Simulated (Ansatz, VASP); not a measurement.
## Al2O3 in VASP and in Ansatz

```
Al O
1.0
     2.40435    1.38815    4.37450
    -2.40435    1.38815    4.37450
     0.00000   -2.77631    4.37450
Al O
4 6
Direct
  0.35215 0.35215 0.35215
  0.14785 0.14785 0.14785
  0.64785 0.64785 0.64785
  0.85215 0.85215 0.85215
  0.55617 0.94383 0.25000
  0.25000 0.55617 0.94383
  0.94383 0.25000 0.55617
  0.44383 0.05617 0.75000
  0.75000 0.44383 0.05617
  0.05617 0.75000 0.44383
```

Alike in both runs: task single point; functional PBE; k mesh 6 × 6 × 6; occupations gaussian, width 0.02 eV; no spin polarisation.

|  | VASP | Ansatz |
| --- | --- | --- |
| version | VASP 6.6.1 | Ansatz 0.2.0 |
| potentials or method | VASP PAW PBE potentials, release 64 (Al, O), cutoff 520 eV | scalar-relativistic, plane waves, PAW |
| valence electrons in the cell | 48 | 48 |

Ansatz gave:

```
gap on the k mesh at the Fermi level (eV) : 5.85
least direct gap on the mesh (eV)         : 5.85
pressure (GPa)                            : 0.0
```

**Question.** Which values does VASP return?

**Answer.** gap on the k mesh at the Fermi level (eV): 5.85; least direct gap on the mesh (eV): 5.85; pressure (GPa): -0.1.
